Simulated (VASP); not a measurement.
# Te (P3_221) in VASP: notebook

The runs below take Te through single point, relaxation of cell and atoms, with PBE.

All numbers are computed with VASP 6.6.1; they aren't measurements. Logs are shortened: lines on timing, memory, paths and dates and some standing lists are left out, and cuts for length are marked.

**1. The cell of the first run**

Symmetry: P3_221, No. 154, trigonal system. Conventional cell: a = 4.520 Å, b = 4.520 Å, c = 5.955 Å, α = 90.00°, β = 90.00°, γ = 120.00°. Te (site symmetry 2) has 6 Te at 2.89 to 3.51 Å within 3.8 Å.

**2. Single point, PBE**

Contents of INCAR:

```
SYSTEM = Te
  PREC = Accurate
  ENCUT = 520
  EDIFF = 1E-6
  ISMEAR = 0
  SIGMA = 0.01
  LREAL = .False.
  LASPH = .True.
  NELM = 100
  ALGO = Normal
  ISIF = 2
  LWAVE = .False.
  LCHARG = .False.
  GGA = PE
  NBANDS = 16
```

Contents of KPOINTS:

```
Automatic mesh
0
Gamma
  9 9 6
  0 0 0
```

Contents of POSCAR:

```
Te
1.0
    4.5195155544      0.0000000000      0.0000000000
   -2.2597577772      3.9140152829      0.0000000000
    0.0000000000      0.0000000000      5.9554480989
Te
3
Direct
    0.2682198662      0.0000000000      0.1666666667
    0.0000000000      0.2682198662      0.8333333333
    0.7317801338      0.7317801338      0.5000000000
```

Potentials or basis: VASP PAW PBE potentials, release 64 (Te).

Command:

```console
$ cat potpaw_PBE.64/Te/POTCAR > POTCAR
$ mpirun -np 1 vasp_std > vasp.out
```

OUTCAR:

```text
SYSTEM = Te
   PREC = Accurate
   ENCUT = 520
   EDIFF = 1E-6
   ISMEAR = 0
   LREAL = .False.
   LASPH = .True.
   NELM = 100
   ISIF = 2
   GGA = PE

 ion  position               nearest neighbor table
   1  0.268  0.000  0.167-   3 2.89   2 2.89   3 3.51   3 3.51   2 3.51   2 3.51
   2  0.000  0.268  0.833-   3 2.89   1 2.89   3 3.51   3 3.51   1 3.51   1 3.51
   3  0.732  0.732  0.500-   2 2.89   1 2.89   1 3.51   2 3.51   2 3.51   1 3.51

  LATTYP: Found a hexagonal cell.
 ALAT       =     4.5195155544
 C/A-ratio  =     1.3177182437

  Lattice vectors:

 A1 = (   4.5195155544,   0.0000000000,   0.0000000000)
 A2 = (  -2.2597577772,   3.9140152829,   0.0000000000)
 A3 = (   0.0000000000,   0.0000000000,   5.9554480989)

Analysis of symmetry for initial positions (statically):
=====================================================================
 Subroutine PRICEL returns:
 Original cell was already a primitive cell.

 Routine SETGRP: Setting up the symmetry group for a
 hexagonal supercell.

 Subroutine GETGRP returns: Found  6 space group operations
 (whereof  2 operations were pure point group operations)
 out of a pool of 24 trial point group operations.

The static configuration has the point symmetry C_2 .
 The point group associated with its full space group is D_3 .

Analysis of symmetry for dynamics (positions and initial velocities):
=====================================================================
 Subroutine PRICEL returns:
 Original cell was already a primitive cell.

 Routine SETGRP: Setting up the symmetry group for a
 hexagonal supercell.

 Subroutine GETGRP returns: Found  6 space group operations
 (whereof  2 operations were pure point group operations)
 out of a pool of 24 trial point group operations.

The dynamic configuration has the point symmetry C_2 .
 The point group associated with its full space group is D_3 .

 Subroutine INISYM returns: Found  6 space group operations
 (whereof  2 operations are pure point group operations),
 and found     1 'primitive' translations

----------------------------------------------------------------------------------------

                                     Primitive cell

  volume of cell :     105.3486

  direct lattice vectors                    reciprocal lattice vectors
     4.519515554  0.000000000  0.000000000     0.221262653  0.127746052  0.000000000
    -2.259757777  3.914015283  0.000000000     0.000000000  0.255492104  0.000000000
     0.000000000  0.000000000  5.955448099     0.000000000  0.000000000  0.167913477

  length of vectors
     4.519515554  4.519515554  5.955448099     0.255492104  0.255492104  0.167913477

  position of ions in fractional coordinates (direct lattice)
     0.268219866  0.000000000  0.166666667
     0.000000000  0.268219866  0.833333333
     0.731780134  0.731780134  0.500000000

  ion indices of the primitive-cell ions
   primitive index   ion index
                 1           1
                 2           2
                 3           3

----------------------------------------------------------------------------------------

 KPOINTS: Automatic mesh

Automatic generation of k-mesh.
 Grid dimensions read from file:
 generate k-points for:    9    9    6

 Generating k-lattice:

  Cartesian coordinates                     Fractional coordinates (reciprocal lattice)
     0.024584739  0.014194006  0.000000000     0.111111111 -0.000000000  0.000000000
     0.000000000  0.028388012  0.000000000     0.000000000  0.111111111  0.000000000
     0.000000000  0.000000000  0.027985580     0.000000000  0.000000000  0.166666667

  Length of vectors
     0.028388012  0.028388012  0.027985580

  Shift w.r.t. Gamma in fractional coordinates (k-lattice)
     0.000000000  0.000000000  0.000000000

 Subroutine IBZKPT returns following result:
 ===========================================

 Found     62 irreducible k-points:

 Following reciprocal coordinates:
            Coordinates               Weight
  0.000000  0.000000  0.000000      1.000000
  0.111111  0.000000  0.000000      6.000000
  0.222222  0.000000  0.000000      6.000000
  0.333333  0.000000  0.000000      6.000000
  0.444444  0.000000  0.000000      6.000000
  0.111111  0.111111  0.000000      6.000000
[... 16 lines left out ...]
  0.222222  0.111111  0.166667     12.000000
 -0.111111  0.333333  0.166667     12.000000
 [... further k-points ...]
   k-points           NKPTS =     62   k-points in BZ     NKDIM =     62   number of bands    NBANDS=     16
   number of dos      NEDOS =    301   number of ions     NIONS =      3
   total plane-waves  NPLWV =  62208
   dimension x,y,z NGX =    36 NGY =   36 NGZ =   48
   dimension x,y,z NGXF=    72 NGYF=   72 NGZF=   96
   ions per type =               3
   NGX,Y,Z   is equivalent  to a cutoff of  13.24, 13.24, 13.40 a.u.
   NGXF,Y,Z  is equivalent  to a cutoff of  26.48, 26.48, 26.80 a.u.
 SYSTEM =  Te
   PREC   = accura    normal or accurate (medium, high low for compatibility)
   ISTART =      0    job   : 0-new  1-cont  2-samecut
   ICHARG =      2    charge: 1-file 2-atom 10-const
   ISPIN  =      1    spin polarized calculation?
   LNONCOLLINEAR =      F non collinear calculations
   LSORBIT =      F    spin-orbit coupling
   LASPH  =      T    aspherical Exc in radial PAW
   ENCUT  =  520.0 eV  38.22 Ry    6.18 a.u.   8.40  8.40 11.07*2*pi/ulx,y,z
   NELM   =    100;   NELMIN=  2; NELMDL= -5     # of ELM steps
   EDIFF  = 0.1E-05   stopping-criterion for ELM
   LREAL  =      F    real-space projection
   EDIFFG = 0.1E-04   stopping-criterion for IOM
   NSW    =      0    number of steps for IOM
   IBRION =     -1    ionic relax: 0-MD 1-quasi-New 2-CG
   NFREE  =      0    steps in history (QN), initial steepest desc. (CG)
   ISIF   =      2    stress and relaxation
   ISYM   =      2    0-nonsym 1-usesym 2-fastsym
   POTIM  = 0.5000    time-step for ionic-motion
   TEBEG  =    0.0;   TEEND  =   0.0 temperature during run
   PSTRESS=    0.0 pullay stress
   NELECT =      18.0000    total number of electrons
   NUPDOWN=      -1.0000    fix difference up-down
   EMIN   =  10.00;   EMAX   =-10.00  energy-range for DOS
   EFERMI =   0.00;   METHOD = LEGACY
   ISMEAR =     0;   SIGMA  =   0.01  broadening in eV -4-tet -1-fermi 0-gaus
   EFERMI_NEDOS =   21; number of points for ismear=-14 and -15
   IALGO  =     38    algorithm
   IMIX   =      4    mixing-type and parameters
     AMIX     =   0.40;   BMIX     =  1.00
     AMIX_MAG =   1.60;   BMIX_MAG =  1.00
  volume/ion in A,a.u.               =      35.12       236.98
  Fermi-wavevector in a.u.,A,eV,Ry     =   0.908426  1.716676 11.228033  0.825237
  Thomas-Fermi vector in A             =   2.032350
   LORBIT       =      0    0 simple, 1 ext, 2 COOP (PROOUT), +10 PAW based schemes
   GGA     = PE    functional components
   LHFCALC =     F    Hartree Fock is set to
   AEXX    =    0.0000 exact exchange contribution
   IVDW    =     0    specifies the selected vdW correction
   LEPSILON=     F    determine dielectric tensor
   LRPA    =     F    only Hartree local field effects (RPA)
 non-spin polarized calculation
 Gauss-broadening in eV      SIGMA  =   0.01
  energy-cutoff  :      520.00
  volume of cell :      105.35
 maximum number of plane-waves:      2878
 NGX is ok and might be reduce to    36
   NGX = 17   NGY = 17   NGZ = 23

 number of electron      17.9999999 magnetization

 Free energy of the ion-electron system (eV)
  ---------------------------------------------------
  ext. energy  EPLUGINS =         0.00000000
  ---------------------------------------------------
  free energy    TOTEN  =        -9.43146627 eV

  energy without entropy =       -9.43146627  energy(sigma->0) =       -9.43146627

 E-fermi :   5.6101     XC(G=0):  -8.9190

 val. band max:        5.5134471835   @ k =   0.3333   0.3333   0.5000
 cond. band min:       5.7290427090   @ k =   0.3333   0.3333   0.5000
 fundamental gap:      0.2155955255
 Fermi energy:         5.6101469705

 k-point     1 :       0.0000    0.0000    0.0000
  band No.  band energies     occupation
      1      -7.8522      2.00000
      2      -4.6864      2.00000
      3      -4.6864      2.00000
      4       2.5453      2.00000
      5       2.8057      2.00000
      6       2.8057      2.00000
[... 8 lines left out ...]
     15      11.4112      0.00000
     16      11.8402      0.00000

 k-point     2 :       0.1111    0.0000    0.0000
  band No.  band energies     occupation
      1      -7.7737      2.00000
      2      -4.7147      2.00000
      3      -4.6686      2.00000
      4       1.9646      2.00000
      5       2.4202      2.00000
      6       2.6617      2.00000
[... 8 lines left out ...]
     15      11.6076      0.00000
     16      11.8797      0.00000

 k-point     3 :       0.2222    0.0000    0.0000
  band No.  band energies     occupation
      1      -7.5494      2.00000
      2      -4.8326      2.00000
      3      -4.6198      2.00000
      4       1.2424      2.00000
      5       1.8954      2.00000
      6       2.3305      2.00000
[... 8 lines left out ...]
     15      11.8478      0.00000
     16      12.4595      0.00000

 k-point     4 :       0.3333    0.0000    0.0000
  band No.  band energies     occupation
      1      -7.2243      2.00000
      2      -5.0784      2.00000
      3      -4.5581      2.00000
      4       0.9011      2.00000
      5       1.4863      2.00000
      6       2.0546      2.00000
[... 8 lines left out ...]
     15      12.5663      0.00000
     16      13.3752      0.00000
[... 324 lines left out ...]
 k-point    22 :       0.1111    0.1111    0.1667
  band No.  band energies     occupation
      1      -7.5287      2.00000
      2      -5.4863      2.00000
      3      -3.9782      2.00000
      4       1.5497      2.00000
      5       1.8205      2.00000
      6       2.6880      2.00000
[... 8 lines left out ...]
     15      11.7748      0.00000
     16      12.0016      0.00000

 k-point    23 :       0.2222    0.1111    0.1667
  band No.  band energies     occupation
      1      -7.2529      2.00000
      2      -5.4664      2.00000
      3      -4.1510      2.00000
      4       0.9090      2.00000
      5       1.4365      2.00000
      6       2.3228      2.00000
[... 8 lines left out ...]
     15      12.6329      0.00000
     16      13.1529      0.00000

 k-point    24 :      -0.1111    0.3333    0.1667
  band No.  band energies     occupation
      1      -7.2608      2.00000
      2      -5.3923      2.00000
      3      -4.2667      2.00000
      4       1.1831      2.00000
      5       1.5835      2.00000
      6       2.5383      2.00000
[... 8 lines left out ...]
     15      12.2019      0.00000
     16      12.5016      0.00000

 [... further k-points ...]

------------------------ aborting loop because EDIFF is reached ----------------------------------------

  FORCE on cell =-STRESS in cart. coord.  units (eV):
  Direction    XX          YY          ZZ          XY          YZ          ZX
  --------------------------------------------------------------------------------------
  -------------------------------------------------------------------------------------
  Total        0.0028007      0.0028007      0.0017952      0.0000000      0.0000000     -0.0000000
  in kB        0.0425938      0.0425938      0.0273013      0.0000000      0.0000000     -0.0000000
  external PRESSURE =       0.0374963 kB  Pullay stress =       0.0000000 kB

 VOLUME and BASIS-vectors are now :
 -----------------------------------------------------------------------------
  energy-cutoff  :      520.00
  volume of cell :      105.35
      direct lattice vectors                 reciprocal lattice vectors
     4.519515554  0.000000000  0.000000000     0.221262653  0.127746052  0.000000000
    -2.259757777  3.914015283  0.000000000     0.000000000  0.255492104  0.000000000
     0.000000000  0.000000000  5.955448099     0.000000000  0.000000000  0.167913477

 POSITION                                       TOTAL-FORCE (eV/Angst)
 -----------------------------------------------------------------------------------
      1.21222      0.00000      0.99257         0.007863     -0.000000      0.000000
     -0.60611      1.04982      4.96287        -0.003932      0.006810     -0.000000
      1.65365      2.86420      2.97772        -0.003932     -0.006810     -0.000000
 -----------------------------------------------------------------------------------
    total drift:                               -0.000000      0.000000      0.000000

  FREE ENERGIE OF THE ION-ELECTRON SYSTEM (eV)
  ---------------------------------------------------
  free  energy   TOTEN  =        -9.4314662749 eV

  energy  without entropy=       -9.4314662749  energy(sigma->0) =       -9.43146627
```

Run time: 2.1 min. Hardware: 1 thread of Oxide Virtual Turin-like, shared host; peak memory 0.24 GiB.

What came out:

| Property | Result |
| --- | --- |
| Free energy | -9.4315 eV |
| Pressure | 0.0 GPa |
| Largest force | 0.008 eV/Å |
| Band gap on the k mesh | 0.22 eV, direct |

Forces on the atoms (eV/Å):
```
Te   0.008  0.000  0.000
Te  -0.004  0.007  0.000
Te  -0.004 -0.007  0.000
```

Caveat: spin-orbit coupling is left out, which moves the levels of the heavy elements. A k mesh can miss the band edges.

**3. Relaxation of cell and atoms, PBE**

This run uses another cell than the first one, of 33.77 Å³/atom, 0.962 times its volume.

Contents of INCAR:

```
PREC     = Accurate       # precision mode
ENCUT    = 600            # plane-wave cutoff, eV
EDIFF    = 1E-6           # SCF threshold, eV
ISMEAR   = 0              # smearing method
SIGMA    = 0.01           # smearing width, eV
LREAL    = False          # projectors in reciprocal space
LASPH    = True           # aspherical terms in the spheres
NELM     = 60             # most SCF steps
ALGO     = Normal         # electronic algorithm
ISIF     = 3              # what is computed and relaxed
LWAVE    = False          # write WAVECAR
LCHARG   = False          # write CHGCAR
GGA      = PE             # functional
IBRION   = 2              # ionic algorithm
NSW      = 100            # ionic steps
EDIFFG   = -0.01          # ionic threshold
```

Contents of KPOINTS:

```
Automatic mesh
0
Gamma
  9 9 6
```

Contents of POSCAR:

```
Te
1.0
    4.4469268669      0.0000000000      0.0000000000
   -2.2234634334      3.8511516355      0.0000000000
    0.0000000000      0.0000000000      5.9149200000
Te
3
Direct
    0.2690000000      0.0000000000      0.1666666667
    0.0000000000      0.2690000000      0.8333333333
    0.7310000000      0.7310000000      0.5000000000
```

Potentials or basis: VASP PAW PBE potentials, release 64 (Te).

Command:

```console
$ cat potpaw_PBE.64/Te/POTCAR > POTCAR
$ mpirun -np 1 vasp_std > vasp.out
```

It took 6.8 min on 1 thread of Oxide Virtual Turin-like, shared host; peak memory 0.26 GiB.

The run converged. Its results:

- Free energy: -9.4314 eV
- Relaxed volume: 35.07 Å³/atom
- Relaxed cell: a = 4.516 Å, b = 4.516 Å, c = 5.956 Å, α = 90.00°, β = 90.00°, γ = 120.00°
- Space group after relaxing (to 0.05 Å): P3_221 (No. 154)
- Energy gained by relaxing: 6.2 meV/atom
- Ionic steps: 8
- Pressure after relaxing: 0.0 GPa
- Largest force after relaxing: 0.007 eV/Å
- Band gap on the k mesh: 0.21 eV, direct

Forces on the atoms (eV/Å):
```
Te  -0.007  0.000  0.000
Te   0.003 -0.006  0.000
Te   0.003  0.006  0.000
```

The path:
```csv
step,energy change (eV),largest force (eV/Å),pressure (GPa),volume (Å³)
1,0.0000,0.1878,1.69,101.30
2,-0.0100,0.1209,-0.97,106.62
3,-0.0179,0.0050,0.02,104.44
4,-0.0181,0.0065,0.02,104.52
5,-0.0184,0.0113,0.02,104.76
6,-0.0184,0.0128,0.01,104.84
7,-0.0185,0.0113,0.00,104.93
8,-0.0185,0.0069,-0.02,105.20
```

Final structure:
```
Te
1.0
     4.51601    0.00000    0.00000
    -2.25801    3.91098    0.00000
     0.00000    0.00000    5.95613
Te
3
Direct
  0.26907 0.00000 0.16667
  0.00000 0.26907 0.83333
  0.73093 0.73093 0.50000
```

Levels at points of the mesh, in eV from the valence-band top:
| k point | band 6 | band 7 | band 8 | band 9 | band 10 | band 11 | band 12 | band 13 |
| --- | --- | --- | --- | --- | --- | --- | --- | --- |
| (0.00, 0.00, 0.00) | -2.70 | -1.61 | -1.61 | -0.81 | 1.00 | 1.00 | 1.55 | 5.05 |
| (0.00, 0.00, 0.50) | -2.59 | -1.26 | -1.00 | -1.00 | 0.47 | 0.47 | 0.50 | 4.16 |

Caveat: spin-orbit coupling is left out, which moves the levels of the heavy elements. Zero-point motion and thermal expansion aren't in these numbers.
